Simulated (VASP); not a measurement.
# Fe (Im-3m) in VASP: notebook

Runs on Fe. Level: PBE. Tasks: single point.

Program: VASP 6.6.1. These are calculated values, not measurements. Logs are shortened: lines on timing, memory, paths and dates and some standing lists are left out, and cuts for length are marked.

## 1. The cell of the first run

It takes space group Im-3m (No. 229, cubic). The conventional cell has a = 2.831 Å, b = 2.831 Å, c = 2.831 Å, α = 90.00°, β = 90.00°, γ = 90.00°. Within 3.2 Å of Fe (site symmetry m-3m) lie 14 Fe at 2.45 to 2.83 Å.

## 2. Single point, PBE, collinear spin, ferromagnetic start

File INCAR:

```
SYSTEM = Fe
PREC     = Accurate       ! precision mode
ENCUT    = 520            ! plane-wave cutoff, eV
EDIFF    = 1E-6           ! SCF threshold, eV
ISMEAR   = -1             ! smearing method
SIGMA    = 0.1            ! smearing width, eV
LREAL    = .False.        ! projectors in reciprocal space
LASPH    = .True.         ! aspherical terms in the spheres
NELM     = 150            ! most SCF steps
ALGO     = Normal         ! electronic algorithm
ISIF     = 2              ! what is computed and relaxed
LWAVE    = .False.        ! write WAVECAR
LCHARG   = .False.        ! write CHGCAR
ISPIN    = 2              ! spin polarisation
MAGMOM   = 2.5            ! initial moments
LORBIT   = 11             ! projections on sites
LMAXMIX  = 4              ! l up to which the mixer works
GGA      = PE             ! functional
NBANDS   = 14             ! bands
```

File KPOINTS:

```
Automatic mesh
0
Gamma
  21 21 21
  0 0 0
```

File POSCAR:

```
Fe
1.0
   -1.4156766615      1.4156766615      1.4156766615
    1.4156766615     -1.4156766615      1.4156766615
    1.4156766615      1.4156766615     -1.4156766615
Fe
1
Direct
    0.0000000000      0.0000000000      0.0000000000
```

Potentials or basis: VASP PAW PBE potentials, release 64 (Fe).

On the command line:

```sh
$ cat potpaw_PBE.64/Fe/POTCAR > POTCAR
$ mpirun -np 1 vasp_std > vasp.out
```

OUTCAR:

```text
SYSTEM = Fe
   PREC = Accurate
   ENCUT = 520
   EDIFF = 1E-6
   ISMEAR = -1
   LREAL = .False.
   LASPH = .True.
   NELM = 150
   ISIF = 2
   ISPIN = 2
   LORBIT = 11
   GGA = PE

 ion  position               nearest neighbor table
   1  0.000  0.000  0.000-

  LATTYP: Found a body centered cubic cell.
 ALAT       =     2.8313533230

  Lattice vectors:

 A1 = (  -1.4156766615,   1.4156766615,   1.4156766615)
 A2 = (   1.4156766615,  -1.4156766615,   1.4156766615)
 A3 = (   1.4156766615,   1.4156766615,  -1.4156766615)

Analysis of symmetry for initial positions (statically):
=====================================================================
 Subroutine PRICEL returns:
 Original cell was already a primitive cell.

 Routine SETGRP: Setting up the symmetry group for a
 body centered cubic supercell.

 Subroutine GETGRP returns: Found 48 space group operations
 (whereof 48 operations were pure point group operations)
 out of a pool of 48 trial point group operations.

The static configuration has the point symmetry O_h .

Analysis of symmetry for dynamics (positions and initial velocities):
=====================================================================
 Subroutine PRICEL returns:
 Original cell was already a primitive cell.

 Routine SETGRP: Setting up the symmetry group for a
 body centered cubic supercell.

 Subroutine GETGRP returns: Found 48 space group operations
 (whereof 48 operations were pure point group operations)
 out of a pool of 48 trial point group operations.

The dynamic configuration has the point symmetry O_h .

Analysis of structural, dynamic, and magnetic symmetry:
=====================================================================
 Subroutine PRICEL returns:
 Original cell was already a primitive cell.

 Routine SETGRP: Setting up the symmetry group for a
 body centered cubic supercell.

 Subroutine GETGRP returns: Found 48 space group operations
 (whereof 48 operations were pure point group operations)
 out of a pool of 48 trial point group operations.

The overall configuration has the point symmetry O_h .

 Subroutine INISYM returns: Found 48 space group operations
 (whereof 48 operations are pure point group operations),
 and found     1 'primitive' translations

----------------------------------------------------------------------------------------

                                     Primitive cell

  volume of cell :      11.3489

  direct lattice vectors                    reciprocal lattice vectors
    -1.415676662  1.415676662  1.415676662     0.000000000  0.353187994  0.353187994
     1.415676662 -1.415676662  1.415676662     0.353187994  0.000000000  0.353187994
     1.415676662  1.415676662 -1.415676662     0.353187994  0.353187994  0.000000000

  length of vectors
     2.452023905  2.452023905  2.452023905     0.499483251  0.499483251  0.499483251

  position of ions in fractional coordinates (direct lattice)
     0.000000000  0.000000000  0.000000000

  ion indices of the primitive-cell ions
   primitive index   ion index
                 1           1

----------------------------------------------------------------------------------------

 KPOINTS: Automatic mesh

Automatic generation of k-mesh.
 Grid dimensions read from file:
 generate k-points for:   21   21   21

 Generating k-lattice:

  Cartesian coordinates                     Fractional coordinates (reciprocal lattice)
     0.000000000  0.016818476  0.016818476     0.047619048  0.000000000  0.000000000
     0.016818476  0.000000000  0.016818476     0.000000000  0.047619048  0.000000000
     0.016818476  0.016818476  0.000000000     0.000000000  0.000000000  0.047619048

  Length of vectors
     0.023784917  0.023784917  0.023784917

  Shift w.r.t. Gamma in fractional coordinates (k-lattice)
     0.000000000  0.000000000  0.000000000

 Subroutine IBZKPT returns following result:
 ===========================================

 Found    286 irreducible k-points:

 Following reciprocal coordinates:
            Coordinates               Weight
  0.000000  0.000000  0.000000      1.000000
  0.047619  0.000000  0.000000     12.000000
  0.095238  0.000000  0.000000     12.000000
  0.142857  0.000000  0.000000     12.000000
  0.190476  0.000000  0.000000     12.000000
  0.238095  0.000000  0.000000     12.000000
[... 16 lines left out ...]
  0.142857  0.095238  0.000000     48.000000
  0.190476  0.095238  0.000000     48.000000
 [... further k-points ...]
   k-points           NKPTS =    286   k-points in BZ     NKDIM =    286   number of bands    NBANDS=     14
   number of dos      NEDOS =    301   number of ions     NIONS =      1
   total plane-waves  NPLWV =   5832
   dimension x,y,z NGX =    18 NGY =   18 NGZ =   18
   dimension x,y,z NGXF=    36 NGYF=   36 NGZF=   36
   ions per type =               1
   NGX,Y,Z   is equivalent  to a cutoff of  12.20, 12.20, 12.20 a.u.
   NGXF,Y,Z  is equivalent  to a cutoff of  24.41, 24.41, 24.41 a.u.
 SYSTEM =  Fe
   PREC   = accura    normal or accurate (medium, high low for compatibility)
   ISTART =      0    job   : 0-new  1-cont  2-samecut
   ICHARG =      2    charge: 1-file 2-atom 10-const
   ISPIN  =      2    spin polarized calculation?
   LNONCOLLINEAR =      F non collinear calculations
   LSORBIT =      F    spin-orbit coupling
   LASPH  =      T    aspherical Exc in radial PAW
   ENCUT  =  520.0 eV  38.22 Ry    6.18 a.u.   4.56  4.56  4.56*2*pi/ulx,y,z
   NELM   =    150;   NELMIN=  2; NELMDL= -5     # of ELM steps
   EDIFF  = 0.1E-05   stopping-criterion for ELM
   LREAL  =      F    real-space projection
[... 7 lines left out ...]
   TEBEG  =    0.0;   TEEND  =   0.0 temperature during run
   PSTRESS=    0.0 pullay stress
   NELECT =       8.0000    total number of electrons
   NUPDOWN=      -1.0000    fix difference up-down
   EMIN   =  10.00;   EMAX   =-10.00  energy-range for DOS
   EFERMI =   0.00;   METHOD = LEGACY
   ISMEAR =    -1;   SIGMA  =   0.10  broadening in eV -4-tet -1-fermi 0-gaus
   EFERMI_NEDOS =   21; number of points for ismear=-14 and -15
   IALGO  =     38    algorithm
   IMIX   =      4    mixing-type and parameters
     AMIX     =   0.40;   BMIX     =  1.00
     AMIX_MAG =   1.60;   BMIX_MAG =  1.00
  volume/ion in A,a.u.               =      11.35        76.59
  Fermi-wavevector in a.u.,A,eV,Ry     =   1.456982  2.753296 28.882388  2.122796
  Thomas-Fermi vector in A             =   2.573836
   LORBIT       =     11    0 simple, 1 ext, 2 COOP (PROOUT), +10 PAW based schemes
   GGA     = PE    functional components
   LHFCALC =     F    Hartree Fock is set to
   AEXX    =    0.0000 exact exchange contribution
   IVDW    =     0    specifies the selected vdW correction
   LEPSILON=     F    determine dielectric tensor
   LRPA    =     F    only Hartree local field effects (RPA)
 spin polarized calculation
  energy-cutoff  :      520.00
  volume of cell :       11.35
 maximum number of plane-waves:       321
   NGX =  9   NGY =  9   NGZ =  9

 number of electron       8.0000009 magnetization       2.1727328

 Free energy of the ion-electron system (eV)
  ---------------------------------------------------
  ext. energy  EPLUGINS =         0.00000000
  ---------------------------------------------------
  free energy    TOTEN  =        -8.25847809 eV

  energy without entropy =       -8.22678404  energy(sigma->0) =       -8.24263107

 E-fermi :   5.8468     XC(G=0): -13.1233

 val. band max:        5.8428372902   @ k =  -0.4286   0.4286   0.3333
 cond. band min:       5.8546187884   @ k =  -0.2381   0.2381   0.1905
 fundamental gap:      0.0117814982
 Fermi energy:         5.8467692680

 spin component 1

 k-point     1 :       0.0000    0.0000    0.0000
  band No.  band energies     occupation
      1      -2.6035      1.00000
      2       3.5384      1.00000
      3       3.5385      1.00000
      4       3.5385      1.00000
      5       4.7475      0.99998
      6       4.7475      0.99998
      7      30.8665      0.00000
      8      30.8665      0.00000
      9      30.8665      0.00000
     10      35.9553      0.00000
     11      35.9553      0.00000
     12      38.2701      0.00000
     13      38.2701      0.00000
     14      38.2701      0.00000
[... 375 lines left out ...]
 k-point    24 :       0.1905    0.0952    0.0000
  band No.  band energies     occupation
      1      -0.2759      1.00000
      2       3.0244      1.00000
      3       3.2148      1.00000
      4       4.4948      1.00000
      5       4.8619      0.99995
      6       4.9345      0.99989
      7      22.3558      0.00000
      8      25.2593      0.00000
      9      28.9741      0.00000
     10      31.1127      0.00000
     11      35.2299      0.00000
     12      36.2022      0.00000
     13      41.5488      0.00000
     14      42.0709      0.00000

 [... further k-points ...]

 spin component 2

 k-point     1 :       0.0000    0.0000    0.0000
  band No.  band energies     occupation
      1      -2.4387      1.00000
      2       5.4276      0.98511
      3       5.4277      0.98509
      4       5.4277      0.98509
      5       7.4870      0.00000
      6       7.4872      0.00000
      7      30.6154      0.00000
      8      30.6154      0.00000
      9      30.6154      0.00000
     10      36.1548      0.00000
     11      36.1548      0.00000
     12      38.9153      0.00000
     13      38.9153      0.00000
     14      38.9154      0.00000
[... 375 lines left out ...]
 k-point    24 :       0.1905    0.0952    0.0000
  band No.  band energies     occupation
      1      -0.0298      1.00000
      2       4.8066      0.99997
      3       4.9877      0.99981
      4       6.8786      0.00003
      5       7.0493      0.00001
      6       7.6416      0.00000
      7      22.9346      0.00000
      8      25.6274      0.00000
      9      29.5856      0.00000
     10      31.2280      0.00000
     11      35.6143      0.00000
     12      36.6579      0.00000
     13      41.8056      0.00000
     14      42.5537      0.00000

 [... further k-points ...]

------------------------ aborting loop because EDIFF is reached ----------------------------------------

  FORCE on cell =-STRESS in cart. coord.  units (eV):
  Direction    XX          YY          ZZ          XY          YZ          ZX
  --------------------------------------------------------------------------------------
  -------------------------------------------------------------------------------------
  Total       -0.0281755     -0.0281755     -0.0281755      0.0000000     -0.0000000      0.0000000
  in kB       -3.9776869     -3.9776869     -3.9776869      0.0000000     -0.0000000      0.0000000
  external PRESSURE =      -3.9776869 kB  Pullay stress =       0.0000000 kB

 VOLUME and BASIS-vectors are now :
 -----------------------------------------------------------------------------
  energy-cutoff  :      520.00
  volume of cell :       11.35
      direct lattice vectors                 reciprocal lattice vectors
    -1.415676662  1.415676662  1.415676662     0.000000000  0.353187994  0.353187994
     1.415676662 -1.415676662  1.415676662     0.353187994  0.000000000  0.353187994
     1.415676662  1.415676662 -1.415676662     0.353187994  0.353187994  0.000000000

 POSITION                                       TOTAL-FORCE (eV/Angst)
 -----------------------------------------------------------------------------------
      0.00000      0.00000      0.00000        -0.000000      0.000000      0.000000
 -----------------------------------------------------------------------------------
    total drift:                                0.000000      0.000000     -0.000000

  FREE ENERGIE OF THE ION-ELECTRON SYSTEM (eV)
  ---------------------------------------------------
  free  energy   TOTEN  =        -8.2584780901 eV

  energy  without entropy=       -8.2267840436  energy(sigma->0) =       -8.24263107

 total charge

# of ion       s       p       d       tot
------------------------------------------
    1        0.488   0.542   6.241   7.270

 magnetization (x)

# of ion       s       p       d       tot
------------------------------------------
    1       -0.013  -0.055   2.239   2.170
```

It took 43 s on 1 thread of Intel Xeon Platinum 8488C (Sapphire Rapids), shared host; peak memory 0.18 GiB.

Results:

```
Free energy                                           : -8.2585 eV
Pressure                                              : -0.4 GPa
Net moment                                            : 2.17 μB per cell
Site moments                                          : Fe +2.17 μB
Valence electrons inside the program's atomic spheres : Fe 7.27
```

## 3. Single point, PBE, collinear spin, ferromagnetic start

This run uses another cell than the first one: it holds 2 atoms, not 1.

File INCAR:

```
SYSTEM = Fe
ALGO = Normal
EDIFF = 1E-7
ENCUT = 520
GGA = PE
ISIF = 2
ISMEAR = -1
ISPIN = 2
LASPH = .TRUE.
LCHARG = .FALSE.
LMAXMIX = 4
LORBIT = 11
LREAL = .FALSE.
LWAVE = .FALSE.
MAGMOM = 2.5 2.5
NBANDS = 19
NELM = 150
PREC = Accurate
SIGMA = 0.1
```

File KPOINTS:

```
k-points
0
G
  14 14 14
  0 0 0
```

File POSCAR:

```
Fe
1.0
    2.8313533229      0.0000000000      0.0000000000
    0.0000000000      2.8313533229      0.0000000000
    0.0000000000      0.0000000000      2.8313533229
Fe
2
Direct
    0.0000000000      0.0000000000      0.0000000000
    0.5000000000      0.5000000000      0.5000000000
```

Potentials or basis: VASP PAW PBE potentials, release 64 (Fe).

On the command line:

```sh
$ cat potpaw_PBE.64/Fe/POTCAR > POTCAR
$ mpirun -np 1 vasp_std > vasp.out
```

Run time: 46 s. Hardware: 1 thread of Intel Xeon Platinum 8488C (Sapphire Rapids), shared host; peak memory 0.2 GiB.

Results (log left out):

| Property | Result |
| --- | --- |
| Free energy | -16.5184 eV |
| Pressure | 0.0 GPa |
| Net moment | 4.36 μB per cell |
| Site moments | Fe +2.18 μB |
| Valence electrons inside the program's atomic spheres | Fe 7.27 |

Levels at points of the mesh, in eV from the Fermi level:
Spin up:
| k point | band 6 | band 7 | band 8 | band 9 | band 10 | band 11 | band 12 | band 13 | band 14 | band 15 |
| --- | --- | --- | --- | --- | --- | --- | --- | --- | --- | --- |
| (0.00, 0.00, 0.00) | -2.31 | -1.10 | -1.10 | 0.11 | 0.11 | 0.11 | 9.93 | 9.93 | 9.93 | 15.65 |
| (0.50, 0.00, 0.00) | -1.86 | -1.86 | -1.86 | -1.12 | -1.12 | 0.21 | 0.21 | 17.10 | 17.10 | 17.10 |
| (0.50, 0.50, 0.00) | -1.03 | -0.91 | -0.91 | 0.38 | 0.38 | 0.51 | 0.51 | 7.36 | 7.36 | 18.36 |
| (0.50, 0.50, 0.50) | -3.24 | -0.87 | -0.87 | -0.87 | -0.87 | 8.63 | 8.63 | 8.63 | 8.63 | 8.63 |
Spin down:
| k point | band 2 | band 3 | band 4 | band 5 | band 6 | band 7 | band 8 | band 9 | band 10 | band 11 |
| --- | --- | --- | --- | --- | --- | --- | --- | --- | --- | --- |
| (0.00, 0.00, 0.00) | -3.04 | -3.04 | -0.41 | -0.41 | -0.41 | 1.65 | 1.65 | 2.28 | 2.28 | 2.28 |
| (0.50, 0.00, 0.00) | -4.07 | -0.79 | -0.79 | -0.03 | -0.03 | -0.03 | -0.03 | 0.90 | 0.90 | 2.57 |
| (0.50, 0.50, 0.00) | -3.66 | -1.69 | -1.69 | 0.62 | 0.62 | 1.50 | 1.50 | 1.90 | 1.90 | 2.59 |
| (0.50, 0.50, 0.50) | -1.86 | -1.86 | -1.86 | -1.86 | -1.86 | 1.95 | 1.95 | 1.95 | 1.95 | 9.51 |

(Continued in part 2 of 2.)
